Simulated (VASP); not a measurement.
# SiGe2 (P-3m1) in VASP: notebook

SiGe2 is run at these levels: PBE; tasks: single point.

Program: VASP 6.6.1. These are calculated values, not measurements. Logs are shortened: lines on timing, memory, paths and dates and some standing lists are left out, and cuts for length are marked.

### Step 1. The cell of the first run

The structure is trigonal, space group P-3m1 (No. 164). The conventional cell has a = 2.937 Å, b = 2.937 Å, c = 7.195 Å, α = 90.00°, β = 90.00°, γ = 120.00°. Si (site symmetry -3m) has 6 Ge at 2.94 Å and 6 Si at 2.94 Å within 3.9 Å. Ge (site symmetry 3m) has 3 Si at 2.94 Å and 9 Ge at 2.94 Å within 3.9 Å.

### Step 2. Single point, PBE

Input file INCAR:

```
PREC = Accurate ; ENCUT = 520
EDIFF = 1E-7 ; ISMEAR = 0
SIGMA = 0.1 ; LREAL = False
LASPH = True ; NELM = 60
ALGO = Normal ; ISIF = 2
LWAVE = False ; LCHARG = True
GGA = PE ; LELF = True
LVHAR = True ; NBANDS = 23
```

Input file KPOINTS:

```
regular mesh
0
Gamma
  6 6 4
```

Input file POSCAR:

```
SiGe2
1.0
    2.9374052400      0.0000000000      0.0000000000
   -1.4687026200      2.5438675600      0.0000000000
    0.0000000000      0.0000000000      7.1951440100
Si Ge
1 2
Direct
    0.0000000000      0.0000000000      0.0000000000
    0.3333333300      0.6666666700      0.6666666700
    0.6666666700      0.3333333300      0.3333333300
```

Potentials or basis: VASP PAW PBE potentials, release 64 (Si, Ge_d).

Started as:

```console
$ cat potpaw_PBE.64/Si/POTCAR potpaw_PBE.64/Ge_d/POTCAR > POTCAR
$ mpirun -np 1 vasp_std > vasp.out
```

OUTCAR:

```text
PREC = Accurate
   ENCUT = 520
   EDIFF = 1E-7
   ISMEAR = 0
   LREAL = False
   LASPH = True
   NELM = 60
   ISIF = 2
   GGA = PE

 ion  position               nearest neighbor table
   1  0.000  0.000  0.000-   2 2.94   3 2.94   3 2.94   2 2.94   3 2.94   2 2.94
   2  0.333  0.667  0.667-   1 2.94   1 2.94   1 2.94
   3  0.667  0.333  0.333-   1 2.94   1 2.94   1 2.94

  LATTYP: Found a hexagonal cell.
 ALAT       =     2.9374052400
 C/A-ratio  =     2.4494897442

  Lattice vectors:

 A1 = (   2.9374052400,   0.0000000000,   0.0000000000)
 A2 = (  -1.4687026200,   2.5438675600,   0.0000000000)
 A3 = (   0.0000000000,   0.0000000000,   7.1951440100)

Analysis of symmetry for initial positions (statically):
=====================================================================
 Subroutine PRICEL returns:
 Original cell was already a primitive cell.

 Routine SETGRP: Setting up the symmetry group for a
 hexagonal supercell.

 Subroutine GETGRP returns: Found 12 space group operations
 (whereof 12 operations were pure point group operations)
 out of a pool of 24 trial point group operations.

The static configuration has the point symmetry D_3d.

Analysis of symmetry for dynamics (positions and initial velocities):
=====================================================================
 Subroutine PRICEL returns:
 Original cell was already a primitive cell.

 Routine SETGRP: Setting up the symmetry group for a
 hexagonal supercell.

 Subroutine GETGRP returns: Found 12 space group operations
 (whereof 12 operations were pure point group operations)
 out of a pool of 24 trial point group operations.

The dynamic configuration has the point symmetry D_3d.

 Subroutine INISYM returns: Found 12 space group operations
 (whereof 12 operations are pure point group operations),
 and found     1 'primitive' translations

----------------------------------------------------------------------------------------

                                     Primitive cell

  volume of cell :      53.7648

  direct lattice vectors                    reciprocal lattice vectors
     2.937405240  0.000000000  0.000000000     0.340436514  0.196551113  0.000000000
    -1.468702620  2.543867560  0.000000000     0.000000000  0.393102226  0.000000000
     0.000000000  0.000000000  7.195144010     0.000000000  0.000000000  0.138982625
[... 81 lines left out ...]
   LSORBIT =      F    spin-orbit coupling
   LASPH  =      T    aspherical Exc in radial PAW
   ENCUT  =  520.0 eV  38.22 Ry    6.18 a.u.   5.46  5.46 13.38*2*pi/ulx,y,z
   NELM   =     60;   NELMIN=  2; NELMDL= -5     # of ELM steps
   EDIFF  = 0.1E-06   stopping-criterion for ELM
   LREAL  =      F    real-space projection
   EDIFFG = 0.1E-05   stopping-criterion for IOM
   NSW    =      0    number of steps for IOM
   IBRION =     -1    ionic relax: 0-MD 1-quasi-New 2-CG
   NFREE  =      0    steps in history (QN), initial steepest desc. (CG)
   ISIF   =      2    stress and relaxation
   ISYM   =      2    0-nonsym 1-usesym 2-fastsym
   POTIM  = 0.5000    time-step for ionic-motion
   TEBEG  =    0.0;   TEEND  =   0.0 temperature during run
   PSTRESS=    0.0 pullay stress
   NELECT =      32.0000    total number of electrons
   NUPDOWN=      -1.0000    fix difference up-down
   EMIN   =  10.00;   EMAX   =-10.00  energy-range for DOS
   EFERMI =   0.00;   METHOD = LEGACY
   ISMEAR =     0;   SIGMA  =   0.10  broadening in eV -4-tet -1-fermi 0-gaus
   EFERMI_NEDOS =   21; number of points for ismear=-14 and -15
   IALGO  =     38    algorithm
   IMIX   =      4    mixing-type and parameters
     AMIX     =   0.40;   BMIX     =  1.00
     AMIX_MAG =   1.60;   BMIX_MAG =  1.00
  volume/ion in A,a.u.               =      17.92       120.94
  Fermi-wavevector in a.u.,A,eV,Ry     =   1.377079  2.602302 25.801364  1.896347
  Thomas-Fermi vector in A             =   2.502265
   LORBIT       =      0    0 simple, 1 ext, 2 COOP (PROOUT), +10 PAW based schemes
   GGA     = PE    functional components
   LHFCALC =     F    Hartree Fock is set to
   AEXX    =    0.0000 exact exchange contribution
   IVDW    =     0    specifies the selected vdW correction
   LEPSILON=     F    determine dielectric tensor
   LRPA    =     F    only Hartree local field effects (RPA)
 non-spin polarized calculation
 Gauss-broadening in eV      SIGMA  =   0.10
  energy-cutoff  :      520.00
  volume of cell :       53.76
 maximum number of plane-waves:      1515
 NGX is ok and might be reduce to    24
   NGX = 11   NGY = 11   NGZ = 27

 number of electron      31.9999966 magnetization

 Free energy of the ion-electron system (eV)
  ---------------------------------------------------
  ext. energy  EPLUGINS =         0.00000000
  ---------------------------------------------------
  free energy    TOTEN  =       -12.86262335 eV

  energy without entropy =      -12.85209532  energy(sigma->0) =      -12.85735933

 E-fermi :   7.5146     XC(G=0): -11.1505

 val. band max:        7.4409491060   @ k =   0.1667   0.1667   0.2500
 cond. band min:       7.5193433428   @ k =   0.1667   0.1667   0.5000
 fundamental gap:      0.0783942368
 Fermi energy:         7.5146305883

 k-point     1 :       0.0000    0.0000    0.0000
  band No.  band energies     occupation
      1     -17.3058      2.00000
      2     -17.3035      2.00000
      3     -17.3035      2.00000
      4     -17.3032      2.00000
      5     -17.3013      2.00000
      6     -17.3013      2.00000
[... 613 lines left out ...]
     22       9.3405      0.00000
     23      18.8583      0.00000

------------------------ aborting loop because EDIFF is reached ----------------------------------------

  FORCE on cell =-STRESS in cart. coord.  units (eV):
  Direction    XX          YY          ZZ          XY          YZ          ZX
  --------------------------------------------------------------------------------------
  -------------------------------------------------------------------------------------
  Total        0.9436344      0.9436344      0.2428381      0.0000000     -0.0000000      0.0000000
  in kB       28.1200753     28.1200753      7.2365170      0.0000000     -0.0000000      0.0000000
  external PRESSURE =      21.1588892 kB  Pullay stress =       0.0000000 kB

 VOLUME and BASIS-vectors are now :
 -----------------------------------------------------------------------------
  energy-cutoff  :      520.00
  volume of cell :       53.76
      direct lattice vectors                 reciprocal lattice vectors
     2.937405240  0.000000000  0.000000000     0.340436514  0.196551113  0.000000000
    -1.468702620  2.543867560  0.000000000     0.000000000  0.393102226  0.000000000
     0.000000000  0.000000000  7.195144010     0.000000000  0.000000000  0.138982625

 POSITION                                       TOTAL-FORCE (eV/Angst)
 -----------------------------------------------------------------------------------
      0.00000      0.00000      0.00000         0.000000      0.000000      0.000000
     -0.00000      1.69591      4.79676        -0.000000      0.000000      0.384524
      1.46870      0.84796      2.39838         0.000000     -0.000000     -0.384524
 -----------------------------------------------------------------------------------
    total drift:                                0.000000     -0.000000     -0.000000

  FREE ENERGIE OF THE ION-ELECTRON SYSTEM (eV)
  ---------------------------------------------------
  free  energy   TOTEN  =       -12.8626233474 eV

  energy  without entropy=      -12.8520953180  energy(sigma->0) =      -12.85735933
```

OSZICAR:

```text
N       E                     dE             d eps       ncg     rms          rms(c)
DAV:   1     0.217590755268E+03    0.21759E+03   -0.15703E+04  1238   0.350E+03
DAV:   2     0.189687404905E+02   -0.19862E+03   -0.19090E+03  1104   0.642E+02
DAV:   3    -0.119035670364E+02   -0.30872E+02   -0.30384E+02  1329   0.142E+02
DAV:   4    -0.128876224958E+02   -0.98406E+00   -0.98150E+00  1279   0.291E+01
DAV:   5    -0.129069871023E+02   -0.19365E-01   -0.19363E-01  1387   0.450E+00    0.245E+00
DAV:   6    -0.128767043770E+02    0.30283E-01   -0.62662E-02  1516   0.248E+00    0.140E+00
DAV:   7    -0.128661976754E+02    0.10507E-01   -0.36314E-02  1328   0.997E-01    0.563E-01
DAV:   8    -0.128626044683E+02    0.35932E-02   -0.11295E-02  1359   0.596E-01    0.108E-01
DAV:   9    -0.128626283547E+02   -0.23886E-04   -0.11997E-03  1385   0.304E-01    0.885E-02
DAV:  10    -0.128626431964E+02   -0.14842E-04   -0.31459E-04  1475   0.309E-01    0.363E-02
DAV:  11    -0.128626217008E+02    0.21496E-04   -0.91288E-05  1526   0.146E-01    0.196E-02
DAV:  12    -0.128626233686E+02   -0.16678E-05   -0.36505E-06  1497   0.278E-02    0.939E-04
DAV:  13    -0.128626233474E+02    0.21287E-07   -0.11674E-07   939   0.356E-03
   1 F= -.12862623E+02 E0= -.12857359E+02  d E =-.105280E-01
```

stdout:

```text
POSCAR found type information on POSCAR SiGe
 POSCAR found :  2 types and       3 ions
 scaLAPACK will be used
 LDA part: xc-table for (Slater+PW92), standard interpolation
 POSCAR, INCAR and KPOINTS ok, starting setup
 FFT: planning ... GRIDC
 FFT: planning ... GRID_SOFT
 FFT: planning ... GRID
 WAVECAR not read
 entering main loop
```

Run time: 21 s. Hardware: 1 thread of Intel Xeon Platinum 8488C (Sapphire Rapids), shared host; peak memory 0.18 GiB.

Results:

| Item | Value |
| --- | --- |
| Free energy | -12.8626 eV |
| Pressure | 2.1 GPa |
| Largest force | 0.385 eV/Å |
| Band gap on the k mesh | zero (bands 16 and 17 overlap by 9.73 eV) |

Forces in eV/Å, atoms in the order of the input:
```
Si   0.000  0.000  0.000
Ge   0.000  0.000  0.385
Ge   0.000  0.000 -0.385
```

Levels at points of the mesh, in eV from the Fermi level:
| k point | band 14 | band 15 | band 16 | band 17 | band 18 | band 19 |
| --- | --- | --- | --- | --- | --- | --- |
| (0.00, 0.00, 0.00) | -1.76 | -1.72 | 7.14 | 7.14 | 7.42 | 7.42 |
| (0.50, 0.00, 0.00) | -4.55 | -4.39 | -4.35 | 2.62 | 2.63 | 3.37 |
| (0.00, 0.00, 0.50) | -5.86 | 4.25 | 4.30 | 6.98 | 6.98 | 8.20 |
| (0.50, 0.00, 0.50) | -5.87 | -2.14 | -1.90 | -0.29 | -0.11 | 3.28 |

Caveat: the k points lie up to 0.41 Å⁻¹ apart, too coarse for converged energies and pressures of a metal.

### Step 3. Single point, PBE

This run uses another cell than the first one, of 19.04 Å³/atom.

Input file INCAR:

```
PREC     = Accurate       # precision mode
ENCUT    = 520            # plane-wave cutoff, eV
EDIFF    = 1E-6           # SCF threshold, eV
ISMEAR   = 0              # smearing method
SIGMA    = 0.1            # smearing width, eV
LREAL    = False          # projectors in reciprocal space
LASPH    = True           # aspherical terms in the spheres
NELM     = 80             # most SCF steps
ALGO     = Normal         # electronic algorithm
ISIF     = 2              # what is computed and relaxed
LWAVE    = False          # write WAVECAR
LCHARG   = True           # write CHGCAR
GGA      = PE             # functional
LELF     = True           # ELF
LVHAR    = True         
NBANDS   = 23             # bands
```

Input file KPOINTS:

```
regular mesh
0
Gamma
  18 18 8
```

Input file POSCAR:

```
SiGe2
1.0
    3.0450812453      0.0000000000      0.0000000000
   -1.5225406227      2.6371177150      0.0000000000
    0.0000000000      0.0000000000      7.1138344341
Si Ge
1 2
Direct
    0.0000000000      0.0000000000      0.0000000000
    0.3333333333      0.6666666667      0.7113921808
    0.6666666667      0.3333333333      0.2886078192
```

Potentials or basis: VASP PAW PBE potentials, release 64 (Si, Ge_d).

Started as:

```console
$ cat potpaw_PBE.64/Si/POTCAR potpaw_PBE.64/Ge_d/POTCAR > POTCAR
$ mpirun -np 1 vasp_std > vasp.out
```

Wall time 2.3 min (1 thread of Intel Xeon Platinum 8488C (Sapphire Rapids), shared host); peak memory 0.4 GiB.

It converged, with:

| Quantity | Value |
| --- | --- |
| Free energy | -13.1650 eV |
| Pressure | 0.0 GPa |
| Largest force | 0.003 eV/Å |
| Band gap on the k mesh | zero (bands 16 and 17 overlap by 7.34 eV) |

Forces in eV/Å, atoms in the order of the input:
```
Si   0.000  0.000  0.000
Ge   0.000  0.000 -0.003
Ge   0.000  0.000  0.003
```

Levels at points of the mesh, in eV from the Fermi level:
```
           k point  band 12  band 13  band 14  band 15  band 16  band 17  band 18  band 19  band 20  band 21
(0.00, 0.00, 0.00)   -10.97    -8.47    -1.62     0.33     5.42     5.42     6.39     6.39     8.38     8.38
(0.50, 0.00, 0.00)    -8.12    -5.76    -4.98    -3.44    -2.73     1.55     2.95     3.36     3.96     4.82
(0.00, 0.00, 0.50)   -11.71    -6.70    -4.79     4.72     5.39     5.39     6.47     6.62     6.62     7.95
(0.50, 0.00, 0.50)    -7.89    -6.49    -5.52    -1.82    -1.18     0.22     0.99     1.71     3.35     4.99
```

### Step 4. Single point, PBE

This run uses another cell than the first one, of 19.04 Å³/atom.

Input file INCAR:

```
SYSTEM = SiGe2
  PREC = Accurate
  ENCUT = 520
  EDIFF = 1E-7
  ISMEAR = 0
  SIGMA = 0.1
  LREAL = .FALSE.
  LASPH = .TRUE.
  NELM = 60
  ALGO = Normal
  ISIF = 2
  LWAVE = .FALSE.
  LCHARG = .FALSE.
  GGA = PE
  NBANDS = 23
```

Input file KPOINTS:

```
regular mesh
0
G
  18 18 8
  0 0 0
```

POSCAR is that of step 3.

Started as:

```console
$ cat potpaw_PBE.64/Si/POTCAR potpaw_PBE.64/Ge_d/POTCAR > POTCAR
$ mpirun -np 1 vasp_std > vasp.out
```

Run time: 2.1 min. Hardware: 1 thread of Intel Xeon Platinum 8488C (Sapphire Rapids), shared host; peak memory 0.4 GiB.

Results (log left out):

```
Free energy            : -13.1650 eV
Pressure               : 0.0 GPa
Largest force          : 0.004 eV/Å
Band gap on the k mesh : zero (bands 16 and 17 overlap by 7.34 eV)
```

Forces in eV/Å, atoms in the order of the input:
```
Si   0.000  0.000  0.000
Ge   0.000  0.000 -0.004
Ge   0.000  0.000  0.004
```

Levels at points of the mesh, in eV from the Fermi level:
| k point | band 13 | band 14 | band 15 | band 16 | band 17 | band 18 | band 19 | band 20 |
| --- | --- | --- | --- | --- | --- | --- | --- | --- |
| (0.00, 0.00, 0.00) | -8.47 | -1.62 | 0.33 | 5.42 | 5.42 | 6.39 | 6.39 | 8.38 |
| (0.50, 0.00, 0.00) | -5.76 | -4.98 | -3.44 | -2.73 | 1.55 | 2.95 | 3.36 | 3.96 |
| (0.00, 0.00, 0.50) | -6.70 | -4.79 | 4.72 | 5.39 | 5.39 | 6.47 | 6.62 | 6.62 |
| (0.50, 0.00, 0.50) | -6.49 | -5.52 | -1.82 | -1.18 | 0.22 | 0.99 | 1.71 | 3.35 |

The gap in the log of VASP goes by the Fermi energy; the results here count the filled bands.